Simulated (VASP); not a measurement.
# CuO (Cccm) in VASP: settings compared

The runs below take CuO through single point, with RPBE, BLYP, PBE.

All numbers are computed with VASP 6.6.1; they aren't measurements. Logs are shortened: lines on timing, memory, paths and dates and some standing lists are left out, and cuts for length are marked.

## Step 1: The cell of the first run

Symmetry: Cccm, No. 66, orthorhombic system. The conventional cell has a = 4.225 Å, b = 4.235 Å, c = 5.192 Å, α = 90.00°, β = 90.00°, γ = 90.00°. Within 2.6 Å of Cu (site symmetry 2/m) lie 4 O at 1.98 Å. Within 2.6 Å of O (site symmetry 222) lie 4 Cu at 1.98 Å and 2 O at 2.60 Å.

## Step 2: Single point, RPBE

INCAR reads:

```
PREC = Accurate
ENCUT = 520
EDIFF = 1E-6
ISMEAR = -1
SIGMA = 0.05
LREAL = False
LASPH = True
NELM = 80
ALGO = Normal
ISIF = 2
LWAVE = False
LCHARG = False
GGA = RP
NBANDS = 25
```

KPOINTS reads:

```
regular mesh
0
Gamma
  9 9 5
```

POSCAR reads:

```
CuO
1.0
    2.1122989297     -2.1172812578      0.0000000000
    2.1122989297      2.1172812578      0.0000000000
    0.0000000000      0.0000000000      5.1921356276
Cu O
2 2
Direct
    0.5000000000      0.0000000000      0.0000000000
    0.0000000000      0.5000000000      0.5000000000
    0.5000000000      0.5000000000      0.2500000000
    0.5000000000      0.5000000000      0.7500000000
```

Potentials or basis: VASP PAW PBE potentials, release 64 (Cu, O).

Command:

```
> cat potpaw_PBE.64/Cu/POTCAR potpaw_PBE.64/O/POTCAR > POTCAR
> mpirun -np 1 vasp_std > vasp.out
```

OUTCAR:

```text
PREC = Accurate
   ENCUT = 520
   EDIFF = 1E-6
   ISMEAR = -1
   LREAL = False
   LASPH = True
   NELM = 80
   ISIF = 2
   GGA = RP

 ion  position               nearest neighbor table
   1  0.500  0.000  0.000-   3 1.98   4 1.98   3 1.98   4 1.98
   2  0.000  0.500  0.500-   3 1.98   4 1.98   3 1.98   4 1.98
   3  0.500  0.500  0.250-   1 1.98   2 1.98   1 1.98   2 1.98
   4  0.500  0.500  0.750-   1 1.98   2 1.98   1 1.98   2 1.98

  LATTYP: Found a base centered orthorhombic cell.
 ALAT       =     4.2245978594
 B/A-ratio  =     1.0023587230
 C/A-ratio  =     1.2290248209

  Lattice vectors:

 A1 = (   2.1122989297,  -2.1172812578,   0.0000000000)
 A2 = (   2.1122989297,   2.1172812578,   0.0000000000)
 A3 = (   0.0000000000,   0.0000000000,   5.1921356276)

Analysis of symmetry for initial positions (statically):
=====================================================================
 Subroutine PRICEL returns:
 Original cell was already a primitive cell.

 Routine SETGRP: Setting up the symmetry group for a
 base centered orthorhombic supercell.

 Subroutine GETGRP returns: Found  8 space group operations
 (whereof  4 operations were pure point group operations)
 out of a pool of  8 trial point group operations.

The static configuration has the point symmetry C_2h.
 The point group associated with its full space group is D_2h.

Analysis of symmetry for dynamics (positions and initial velocities):
=====================================================================
 Subroutine PRICEL returns:
 Original cell was already a primitive cell.

 Routine SETGRP: Setting up the symmetry group for a
 base centered orthorhombic supercell.

 Subroutine GETGRP returns: Found  8 space group operations
 (whereof  4 operations were pure point group operations)
 out of a pool of  8 trial point group operations.

The dynamic configuration has the point symmetry C_2h.
 The point group associated with its full space group is D_2h.

 Subroutine INISYM returns: Found  8 space group operations
 (whereof  4 operations are pure point group operations),
 and found     1 'primitive' translations

----------------------------------------------------------------------------------------

                                     Primitive cell

  volume of cell :      46.4419

  direct lattice vectors                    reciprocal lattice vectors
     2.112298930 -2.117281258  0.000000000     0.236708921 -0.236151904  0.000000000
     2.112298930  2.117281258  0.000000000     0.236708921  0.236151904  0.000000000
     0.000000000  0.000000000  5.192135628     0.000000000  0.000000000  0.192598975

  length of vectors
     2.990766907  2.990766907  5.192135628     0.334363328  0.334363328  0.192598975

  position of ions in fractional coordinates (direct lattice)
     0.500000000  1.000000000  0.000000000
     1.000000000  0.500000000  0.500000000
     0.500000000  0.500000000  0.250000000
     0.500000000  0.500000000  0.750000000

  ion indices of the primitive-cell ions
   primitive index   ion index
                 1           1
                 2           2
                 3           3
                 4           4

----------------------------------------------------------------------------------------

 KPOINTS: regular mesh

Automatic generation of k-mesh.
 Grid dimensions read from file:
 generate k-points for:    9    9    5

 Generating k-lattice:

  Cartesian coordinates                     Fractional coordinates (reciprocal lattice)
     0.026300991 -0.026239100  0.000000000     0.111111111 -0.000000000  0.000000000
     0.026300991  0.026239100  0.000000000    -0.000000000  0.111111111  0.000000000
     0.000000000  0.000000000  0.038519795     0.000000000  0.000000000  0.200000000

  Length of vectors
     0.037151481  0.037151481  0.038519795

  Shift w.r.t. Gamma in fractional coordinates (k-lattice)
     0.000000000  0.000000000  0.000000000

 Subroutine IBZKPT returns following result:
 ===========================================

 Found     75 irreducible k-points:

 Following reciprocal coordinates:
            Coordinates               Weight
  0.000000  0.000000  0.000000      1.000000
  0.111111 -0.000000  0.000000      4.000000
  0.222222 -0.000000  0.000000      4.000000
  0.333333 -0.000000  0.000000      4.000000
  0.444444 -0.000000  0.000000      4.000000
  0.111111  0.111111  0.000000      2.000000
[... 16 lines left out ...]
 -0.333333  0.333333  0.000000      2.000000
  0.444444  0.444444  0.000000      2.000000
 [... further k-points ...]
   k-points           NKPTS =     75   k-points in BZ     NKDIM =     75   number of bands    NBANDS=     25
   number of dos      NEDOS =    301   number of ions     NIONS =      4
   total plane-waves  NPLWV =  23040
   dimension x,y,z NGX =    24 NGY =   24 NGZ =   40
   dimension x,y,z NGXF=    48 NGYF=   48 NGZF=   80
   ions per type =               2   2
   NGX,Y,Z   is equivalent  to a cutoff of  13.34, 13.34, 12.81 a.u.
   NGXF,Y,Z  is equivalent  to a cutoff of  26.68, 26.68, 25.62 a.u.
 SYSTEM =  unknown system
   PREC   = accura    normal or accurate (medium, high low for compatibility)
   ISTART =      0    job   : 0-new  1-cont  2-samecut
   ICHARG =      2    charge: 1-file 2-atom 10-const
   ISPIN  =      1    spin polarized calculation?
   LNONCOLLINEAR =      F non collinear calculations
   LSORBIT =      F    spin-orbit coupling
   LASPH  =      T    aspherical Exc in radial PAW
   ENCUT  =  520.0 eV  38.22 Ry    6.18 a.u.   5.56  5.56  9.65*2*pi/ulx,y,z
   NELM   =     80;   NELMIN=  2; NELMDL= -5     # of ELM steps
   EDIFF  = 0.1E-05   stopping-criterion for ELM
   LREAL  =      F    real-space projection
   EDIFFG = 0.1E-04   stopping-criterion for IOM
   NSW    =      0    number of steps for IOM
   IBRION =     -1    ionic relax: 0-MD 1-quasi-New 2-CG
   NFREE  =      0    steps in history (QN), initial steepest desc. (CG)
   ISIF   =      2    stress and relaxation
   ISYM   =      2    0-nonsym 1-usesym 2-fastsym
   POTIM  = 0.5000    time-step for ionic-motion
   TEBEG  =    0.0;   TEEND  =   0.0 temperature during run
   PSTRESS=    0.0 pullay stress
   NELECT =      34.0000    total number of electrons
   NUPDOWN=      -1.0000    fix difference up-down
   EMIN   =  10.00;   EMAX   =-10.00  energy-range for DOS
   EFERMI =   0.00;   METHOD = LEGACY
   ISMEAR =    -1;   SIGMA  =   0.05  broadening in eV -4-tet -1-fermi 0-gaus
   EFERMI_NEDOS =   21; number of points for ismear=-14 and -15
   IALGO  =     38    algorithm
   IMIX   =      4    mixing-type and parameters
     AMIX     =   0.40;   BMIX     =  1.00
     AMIX_MAG =   1.60;   BMIX_MAG =  1.00
  volume/ion in A,a.u.               =      11.61        78.35
  Fermi-wavevector in a.u.,A,eV,Ry     =   1.475473  2.788239 29.620147  2.177019
  Thomas-Fermi vector in A             =   2.590118
   LORBIT       =      0    0 simple, 1 ext, 2 COOP (PROOUT), +10 PAW based schemes
   GGA     = RP    functional components
   LHFCALC =     F    Hartree Fock is set to
   AEXX    =    0.0000 exact exchange contribution
   IVDW    =     0    specifies the selected vdW correction
   LEPSILON=     F    determine dielectric tensor
   LRPA    =     F    only Hartree local field effects (RPA)
 non-spin polarized calculation
  energy-cutoff  :      520.00
  volume of cell :       46.44
 maximum number of plane-waves:      1275
   NGX = 11   NGY = 11   NGZ = 19

 number of electron      34.0000017 magnetization

 Free energy of the ion-electron system (eV)
  ---------------------------------------------------
  ext. energy  EPLUGINS =         0.00000000
  ---------------------------------------------------
  free energy    TOTEN  =       -18.05210873 eV

  energy without entropy =      -18.03258591  energy(sigma->0) =      -18.04234732

 E-fermi :   4.4895     XC(G=0): -10.8192

 val. band max:        4.4636561349   @ k =   0.1111   0.1111   0.4000
 cond. band min:       4.5078368975   @ k =   0.4444  -0.0000   0.2000
 fundamental gap:      0.0441807626
 Fermi energy:         4.4895225290

 k-point     1 :       0.0000    0.0000    0.0000
  band No.  band energies     occupation
      1     -14.9963      2.00000
      2     -13.7937      2.00000
      3      -3.1206      2.00000
      4      -0.6213      2.00000
      5      -0.6167      2.00000
      6       1.0400      2.00000
[... 17 lines left out ...]
     24      18.7613      0.00000
     25      19.1106      0.00000

 k-point     2 :       0.1111   -0.0000    0.0000
  band No.  band energies     occupation
      1     -14.9403      2.00000
      2     -13.7769      2.00000
      3      -3.0157      2.00000
      4      -0.6645      2.00000
      5      -0.5891      2.00000
      6       0.3887      2.00000
[... 17 lines left out ...]
     24      18.9314      0.00000
     25      19.1579      0.00000

 k-point     3 :       0.2222   -0.0000    0.0000
  band No.  band energies     occupation
      1     -14.7941      2.00000
      2     -13.7341      2.00000
      3      -2.7368      2.00000
      4      -0.7418      2.00000
      5      -0.6418      2.00000
      6      -0.5116      2.00000
[... 17 lines left out ...]
     24      18.9926      0.00000
     25      19.1593      0.00000

 k-point     4 :       0.3333   -0.0000    0.0000
  band No.  band energies     occupation
      1     -14.6192      2.00000
      2     -13.6849      2.00000
      3      -2.3930      2.00000
      4      -1.5445      2.00000
      5      -0.7541      2.00000
      6      -0.4200      2.00000
[... 17 lines left out ...]
     24      18.1447      0.00000
     25      19.0313      0.00000
[... 477 lines left out ...]
 k-point    22 :      -0.4444    0.3333    0.0000
  band No.  band energies     occupation
      1     -14.1617      2.00000
      2     -13.5725      2.00000
      3      -1.7624      2.00000
      4      -1.3377      2.00000
      5      -1.1865      2.00000
      6      -0.5043      2.00000
[... 17 lines left out ...]
     24      15.7557      0.00000
     25      17.2964      0.00000

 k-point    23 :      -0.3333    0.3333    0.0000
  band No.  band energies     occupation
      1     -14.2717      2.00000
      2     -13.5983      2.00000
      3      -1.6170      2.00000
      4      -1.3684      2.00000
      5      -1.1800      2.00000
      6      -0.6023      2.00000
[... 17 lines left out ...]
     24      15.7230      0.00000
     25      18.1980      0.00000

 k-point    24 :       0.4444    0.4444    0.0000
  band No.  band energies     occupation
      1     -14.0550      2.00000
      2     -13.5487      2.00000
      3      -1.6801      2.00000
      4      -1.6699      2.00000
      5      -0.9941      2.00000
      6      -0.3854      2.00000
[... 17 lines left out ...]
     24      15.5314      0.00000
     25      16.2770      0.00000

 [... further k-points ...]

------------------------ aborting loop because EDIFF is reached ----------------------------------------

  FORCE on cell =-STRESS in cart. coord.  units (eV):
  Direction    XX          YY          ZZ          XY          YZ          ZX
  --------------------------------------------------------------------------------------
  -------------------------------------------------------------------------------------
  Total        0.1532531      0.1431735      0.2581302      0.0000000      0.0000000      0.0000000
  in kB        5.2870057      4.9392764      8.9051118      0.0000000      0.0000000      0.0000000
  external PRESSURE =       6.3771313 kB  Pullay stress =       0.0000000 kB

 VOLUME and BASIS-vectors are now :
 -----------------------------------------------------------------------------
  energy-cutoff  :      520.00
  volume of cell :       46.44
      direct lattice vectors                 reciprocal lattice vectors
     2.112298930 -2.117281258  0.000000000     0.236708921 -0.236151904  0.000000000
     2.112298930  2.117281258  0.000000000     0.236708921  0.236151904  0.000000000
     0.000000000  0.000000000  5.192135628     0.000000000  0.000000000  0.192598975

 POSITION                                       TOTAL-FORCE (eV/Angst)
 -----------------------------------------------------------------------------------
      1.05615     -1.05864      0.00000        -0.000000      0.000000      0.000000
      1.05615      1.05864      2.59607         0.000000      0.000000      0.000000
      2.11230      0.00000      1.29803         0.000000     -0.000000      0.000000
      2.11230      0.00000      3.89410         0.000000      0.000000      0.000000
 -----------------------------------------------------------------------------------
    total drift:                                0.000000     -0.000000     -0.000000

  FREE ENERGIE OF THE ION-ELECTRON SYSTEM (eV)
  ---------------------------------------------------
  free  energy   TOTEN  =       -18.0521087319 eV

  energy  without entropy=      -18.0325859129  energy(sigma->0) =      -18.04234732
```

Run time: 43 s. Hardware: 1 thread of AMD EPYC 9R45 (Zen 5), shared host; peak memory 0.18 GiB.

Results:

| Item | Value |
| --- | --- |
| Free energy | -18.0521 eV |
| Pressure | 0.6 GPa |
| Band gap on the k mesh | zero (band 17 reaches 5.16 eV, above the bottom of band 18 at 4.26 eV) |

Stress tensor (GPa, compression positive):
```
0.53 0.00 0.00
0.00 0.49 0.00
0.00 0.00 0.89
```

Caveat: the PAW data sets were made with another functional, which shifts forces and pressure a little; semilocal functionals often make such compounds metallic where correlation or magnetic order opens a gap, which also shifts bond lengths. With open d or f shells a metallic result of RPBE can be an artefact of self-interaction; +U or a hybrid may open a gap.

(Continued in part 2 of 2.)
